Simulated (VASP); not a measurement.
# LiH (Fm-3m) in VASP: a series of runs

The runs below take LiH through G0W0 quasiparticle levels, with PBE, r2SCAN.

All numbers are computed with VASP 6.6.1; they aren't measurements. Logs are shortened: lines on timing, memory, paths and dates and some standing lists are left out, and cuts for length are marked.

## (1) The cell of the first run

Symmetry: Fm-3m, No. 225, cubic system. The conventional cell has a = 3.997 Å, b = 3.997 Å, c = 3.997 Å, α = 90.00°, β = 90.00°, γ = 90.00°. Li (site symmetry m-3m) has 6 H at 2.00 Å within 2.6 Å. Within 2.6 Å of H (site symmetry m-3m) lie 6 Li at 2.00 Å.

## (2) G0W0 quasiparticle levels, PBE

Contents of POSCAR:

```
LiH
1.0
    0.0000000000      1.9984726947      1.9984726947
    1.9984726947      0.0000000000      1.9984726947
    1.9984726947      1.9984726947      0.0000000000
Li H
1 1
Direct
    0.0000000000      0.0000000000      0.0000000000
    0.5000000000      0.5000000000      0.5000000000
```

Contents of INCAR.step1:

```
SYSTEM = LiH
ALGO = Normal
EDIFF = 1E-8
ENCUT = 500
GGA = PE
ISMEAR = 0
LASPH = .True.
LCHARG = .False.
LREAL = .False.
LWAVE = .True.
NELM = 100
PREC = Accurate
SIGMA = 0.01
```

Contents of INCAR.step2:

```
SYSTEM = LiH
ALGO = Exact
EDIFF = 1E-8
ENCUT = 500
GGA = PE
ISMEAR = 0
ISTART = 1
LASPH = .True.
LCHARG = .False.
LOPTICS = .True.
LREAL = .False.
LWAVE = .True.
NBANDS = 88
NELM = 1
PREC = Accurate
SIGMA = 0.01
```

Contents of INCAR.step3:

```
SYSTEM = LiH
ALGO = EVGW0
EDIFF = 1E-8
ENCUT = 500
ENCUTGW = 180.0
GGA = PE
ISMEAR = 0
ISTART = 1
LASPH = .True.
LCHARG = .False.
LREAL = .False.
LWAVE = .False.
NBANDS = 88
NBANDSGW = 9
NELMGW = 1
NOMEGA = 48
PREC = Accurate
PRECFOCK = Fast
SIGMA = 0.01
```

Contents of KPOINTS:

```
k-points
0
Gamma
  8 8 8
  0 0 0
```

Potentials or basis: VASP PAW PBE potentials, release 64 (Li_GW, H_GW).

Started as:

```sh
cat potpaw_PBE.64/Li_GW/POTCAR potpaw_PBE.64/H_GW/POTCAR > POTCAR
cp INCAR.step1 INCAR
mpirun -np 1 vasp_std > vasp.out
cp INCAR.step2 INCAR
mpirun -np 1 vasp_std > vasp.out
cp INCAR.step3 INCAR
mpirun -np 1 vasp_std > vasp.out
```

OUTCAR:

```text
SYSTEM = LiH
   EDIFF = 1E-8
   ENCUT = 500
   ENCUTGW = 180.0
   GGA = PE
   ISMEAR = 0
   ISTART = 1
   LASPH = .True.
   LREAL = .False.
   NELMGW = 1
   PREC = Accurate
   PRECFOCK = Fast

 ion  position               nearest neighbor table
   1  0.000  0.000  0.000-   2 2.00   2 2.00   2 2.00   2 2.00   2 2.00   2 2.00
   2  0.500  0.500  0.500-   1 2.00   1 2.00   1 2.00   1 2.00   1 2.00   1 2.00

  LATTYP: Found a face centered cubic cell.
 ALAT       =     3.9969453894

  Lattice vectors:

 A1 = (   0.0000000000,   1.9984726947,   1.9984726947)
 A2 = (   1.9984726947,   0.0000000000,   1.9984726947)
 A3 = (   1.9984726947,   1.9984726947,   0.0000000000)

Analysis of symmetry for initial positions (statically):
=====================================================================
 Subroutine PRICEL returns:
 Original cell was already a primitive cell.

 Routine SETGRP: Setting up the symmetry group for a
 face centered cubic supercell.

 Subroutine GETGRP returns: Found 48 space group operations
 (whereof 48 operations were pure point group operations)
 out of a pool of 48 trial point group operations.

The static configuration has the point symmetry O_h .

Analysis of symmetry for dynamics (positions and initial velocities):
=====================================================================
 Subroutine PRICEL returns:
 Original cell was already a primitive cell.

 Routine SETGRP: Setting up the symmetry group for a
 face centered cubic supercell.

 Subroutine GETGRP returns: Found 48 space group operations
 (whereof 48 operations were pure point group operations)
 out of a pool of 48 trial point group operations.

The dynamic configuration has the point symmetry O_h .

 Subroutine INISYM returns: Found 48 space group operations
 (whereof 48 operations are pure point group operations),
 and found     1 'primitive' translations

----------------------------------------------------------------------------------------

                                     Primitive cell

  volume of cell :      15.9634

  direct lattice vectors                    reciprocal lattice vectors
     0.000000000  1.998472695  1.998472695    -0.250191059  0.250191059  0.250191059
     1.998472695  0.000000000  1.998472695     0.250191059 -0.250191059  0.250191059
     1.998472695  1.998472695  0.000000000     0.250191059  0.250191059 -0.250191059

  length of vectors
     2.826267189  2.826267189  2.826267189     0.433343626  0.433343626  0.433343626

  position of ions in fractional coordinates (direct lattice)
     0.000000000  0.000000000  0.000000000
     0.500000000  0.500000000  0.500000000

  ion indices of the primitive-cell ions
   primitive index   ion index
                 1           1
                 2           2

----------------------------------------------------------------------------------------

 KPOINTS: k-points

Automatic generation of k-mesh.
 Grid dimensions read from file:
 generate k-points for:    8    8    8

 Generating k-lattice:

  Cartesian coordinates                     Fractional coordinates (reciprocal lattice)
    -0.031273882  0.031273882  0.031273882     0.125000000  0.000000000  0.000000000
     0.031273882 -0.031273882  0.031273882     0.000000000  0.125000000  0.000000000
     0.031273882  0.031273882 -0.031273882     0.000000000  0.000000000  0.125000000

  Length of vectors
     0.054167953  0.054167953  0.054167953

  Shift w.r.t. Gamma in fractional coordinates (k-lattice)
     0.000000000  0.000000000  0.000000000

 Subroutine IBZKPT returns following result:
 ===========================================

 Found     29 irreducible k-points:

 Following reciprocal coordinates:
            Coordinates               Weight
  0.000000  0.000000  0.000000      1.000000
  0.125000  0.000000  0.000000      8.000000
  0.250000  0.000000  0.000000      8.000000
  0.375000  0.000000  0.000000      8.000000
  0.500000  0.000000  0.000000      4.000000
  0.125000  0.125000  0.000000      6.000000
[... 16 lines left out ...]
  0.500000  0.250000  0.125000     48.000000
 -0.375000  0.250000  0.125000     24.000000
 [... further k-points ...]
   k-points           NKPTS =     29   k-points in BZ     NKDIM =    512   number of bands    NBANDS=     88
   number of dos      NEDOS =    301   number of ions     NIONS =      2
   total plane-waves  NPLWV =  13824
   dimension x,y,z NGX =    24 NGY =   24 NGZ =   24
   dimension x,y,z NGXF=    48 NGYF=   48 NGZF=   48
   ions per type =               1   1
   NGX,Y,Z   is equivalent  to a cutoff of  14.12, 14.12, 14.12 a.u.
   NGXF,Y,Z  is equivalent  to a cutoff of  28.23, 28.23, 28.23 a.u.
 SYSTEM =  LiH
   PREC   = accura    normal or accurate (medium, high low for compatibility)
   ISTART =      1    job   : 0-new  1-cont  2-samecut
   ICHARG =      0    charge: 1-file 2-atom 10-const
   ISPIN  =      1    spin polarized calculation?
   LNONCOLLINEAR =      F non collinear calculations
   LSORBIT =      F    spin-orbit coupling
   LASPH  =      T    aspherical Exc in radial PAW
   ENCUT  =  500.0 eV  36.75 Ry    6.06 a.u.   5.15  5.15  5.15*2*pi/ulx,y,z
   NELM   =     60;   NELMIN=  2; NELMDL=  0     # of ELM steps
   EDIFF  = 0.1E-07   stopping-criterion for ELM
   LREAL  =      F    real-space projection
   EDIFFG = 0.1E-06   stopping-criterion for IOM
   NSW    =      0    number of steps for IOM
   IBRION =     -1    ionic relax: 0-MD 1-quasi-New 2-CG
   NFREE  =      0    steps in history (QN), initial steepest desc. (CG)
   ISIF   =      0    stress and relaxation
   ISYM   =      3    0-nonsym 1-usesym 2-fastsym
   POTIM  = 0.5000    time-step for ionic-motion
   TEBEG  =    0.0;   TEEND  =   0.0 temperature during run
   PSTRESS=    0.0 pullay stress
   NELECT =       2.0000    total number of electrons
   NUPDOWN=      -1.0000    fix difference up-down
   EMIN   =  10.00;   EMAX   =-10.00  energy-range for DOS
   EFERMI =   0.00;   METHOD = LEGACY
   ISMEAR =     0;   SIGMA  =   0.01  broadening in eV -4-tet -1-fermi 0-gaus
   EFERMI_NEDOS =   21; number of points for ismear=-14 and -15
   IALGO  =     38    algorithm
   IMIX   =      4    mixing-type and parameters
     AMIX     =   0.40;   BMIX     =  1.00
     AMIX_MAG =   1.60;   BMIX_MAG =  1.00
  volume/ion in A,a.u.               =       7.98        53.86
  Fermi-wavevector in a.u.,A,eV,Ry     =   0.819175  1.548016  9.130155  0.671047
  Thomas-Fermi vector in A             =   1.929933
   LORBIT       =      0    0 simple, 1 ext, 2 COOP (PROOUT), +10 PAW based schemes
   GGA     = PE    functional components
   LHFCALC =     T    Hartree Fock is set to
   PRECFOCK=fast      Normal, Fast or Accurate (Low or Medium for compatibility)
   ENCUT4O =  -1.0   cutoff for four orbital integrals eV
   NKREDX  =     1    reduce k-point grid by
   NKREDY  =     1    reduce k-point grid by
   NKREDZ  =     1    reduce k-point grid by
   AEXX    =    1.0000 exact exchange contribution
   HFSCREEN=    0.0000 screening length (either q_TF or 0.3 A-1)
   HFSCREENC=   0.0000 screening length for correlation (either q_TF or 0.3 A-1)
   ENCUTFOCK=  -1.0 apply spherical cutoff to Coloumb kernel
   IVDW    =     0    specifies the selected vdW correction
   LEPSILON=     F    determine dielectric tensor
   LRPA    =     F    only Hartree local field effects (RPA)
   LRPAFORCE           =     F    calculate RPA forces
   ENCUTGW             = 180.0    cutoff for response function in eV
   ENCUTGWSOFT         = 144.0    soft cutoff for Coulomb kernel in GW response function in eV
   ENCUTLF             =  -1.0    cutoff for local field effects
   NELMGW              =     1    number of iterations in solving QP/BSE equation
   NELMHF              =     1    number of iterations in the inner HF iteration
   NKREDLFX            =     1    NKREDLFY  =   1   NKREDLFZ  =   1
 non-spin polarized calculation
 Gauss-broadening in eV      SIGMA  =   0.01
  energy-cutoff  :      500.00
  volume of cell :       15.96
 maximum number of plane-waves:       416
 NGX is ok and might be reduce to    24
  NGX = 14; NGY = 14; NGZ = 14
   NGX = 11   NGY = 11   NGZ = 11
 maximum number of plane-waves:        94
 NGX is ok and might be reduce to    14

 QP shifts <psi_nk| G(iteration)W_0 |psi_nk>: iteration 1
 for sc-GW calculations column KS-energies equals QP-energies in previous step
 and V_xc(KS)=  KS-energies - (<T + V_ion + V_H > + <T+V_H+V_ion>^1  + <V_x>^1)

 k-point   1 :       0.0000    0.0000    0.0000
  band No.  KS-energies  QP-energies   sigma(KS)   V_xc(KS)     V^pw_x(r,r')   Z            occupation Imag(sigma)

      1      -8.1370      -9.6591     -11.6409      -9.3636     -15.2196       0.6684       2.0000       0.2005
      2      13.5601      14.1083     -10.5233     -11.3131      -4.1572       0.6942       0.0000      -0.9619
      3      15.3479      16.3696      -6.6065      -7.9779      -1.3830       0.7450       0.0000      -0.5570
      4      15.3479      16.3696      -6.6065      -7.9779      -1.3830       0.7450       0.0000      -0.5570
      5      15.3479      16.3696      -6.6065      -7.9779      -1.3830       0.7450       0.0000      -0.5570
      6      20.0857      20.5525      -6.7815      -7.2808      -1.1060       0.9348       0.0000      -2.1698
      7      20.0857      20.5525      -6.7815      -7.2808      -1.1060       0.9348       0.0000      -2.1698
      8      20.0857      20.5525      -6.7815      -7.2808      -1.1060       0.9348       0.0000      -2.1698
      9      21.7385      22.3524      -6.0751      -6.7865      -0.8235       0.8630       0.0000      -1.8734

 k-point   2 :       0.1250    0.0000    0.0000
  band No.  KS-energies  QP-energies   sigma(KS)   V_xc(KS)     V^pw_x(r,r')   Z            occupation Imag(sigma)

      1      -7.8574      -9.3667     -11.6442      -9.3956     -15.0914       0.6712       2.0000       0.1800
      2      11.3148      11.9387      -8.4553      -9.3153      -3.0439       0.7255       0.0000      -0.5220
      3      14.0214      14.6491      -8.5509      -9.4091      -2.6483       0.7314       0.0000      -0.8877
      4      14.7886      15.7116      -6.6215      -7.8571      -1.3820       0.7470       0.0000      -0.5991
      5      14.7886      15.7116      -6.6215      -7.8571      -1.3820       0.7470       0.0000      -0.5991
      6      19.6741      20.3557      -6.4241      -7.2418      -0.9586       0.8335       0.0000      -1.6173
      7      21.2828      22.0210      -6.5084      -7.3287      -0.9815       0.9000       0.0000      -2.0787
      8      21.2828      22.0210      -6.5084      -7.3287      -0.9815       0.9000       0.0000      -2.0787
      9      23.3352      24.8419      -6.7851      -8.4022      -1.6179       0.9317       0.0000      -2.2166
[... 274 lines left out ...]
 k-point  24 :      -0.3750    0.2500    0.1250
  band No.  KS-energies  QP-energies   sigma(KS)   V_xc(KS)     V^pw_x(r,r')   Z            occupation Imag(sigma)

      1      -4.3732      -5.7908     -12.2156     -10.2984     -14.1772       0.7394       2.0000       0.0628
      2       2.4498       3.0482      -6.7249      -7.4893      -3.0251       0.7828       0.0000      -0.0970
      3       6.2490       6.8887      -7.6550      -8.5134      -3.2008       0.7452       0.0000      -0.1689
      4      10.7254      11.3688      -6.8342      -7.6939      -1.7963       0.7483       0.0000      -0.4278
      5      13.8794      14.6591      -7.1743      -8.2349      -1.6552       0.7352       0.0000      -0.7042
      6      20.5800      21.3558      -7.0685      -7.9695      -1.4784       0.8610       0.0000      -1.8614
      7      23.6494      24.6828      -7.1718      -8.3630      -1.3994       0.8675       0.0000      -2.1917
      8      24.8673      26.1508      -6.2016      -7.6707      -0.8883       0.8736       0.0000      -1.9298
      9      26.1162      27.6427      -6.4841      -8.1822      -1.3158       0.8989       0.0000      -2.1567

 [... further k-points ...]
```

Run time: 11 min. Hardware: 1 thread of Intel Xeon 6975P-C, shared host; peak memory 0.68 GiB.

What came out:

- Band gap on the k mesh, mean-field level: 2.98 eV, direct
- Quasiparticle gap: 4.99 eV
- Least direct quasiparticle gap: 4.99 eV

Levels at points of the mesh, in eV from the valence-band top:
```csv
k point,band 1,band 2,band 3,band 4,band 5
"(0.00, 0.00, 0.00)",-5.49,16.21,17.99,17.99,17.99
"(0.50, 0.00, 0.00)",-2.65,4.92,13.78,16.59,16.59
"(0.50, 0.50, 0.00)",0.00,2.98,10.88,10.88,14.04
```

Caveat: bands, screening cutoff and mesh are small and nothing is extrapolated, so the quasiparticle values aren't converged.

[end of part 1 of 2]
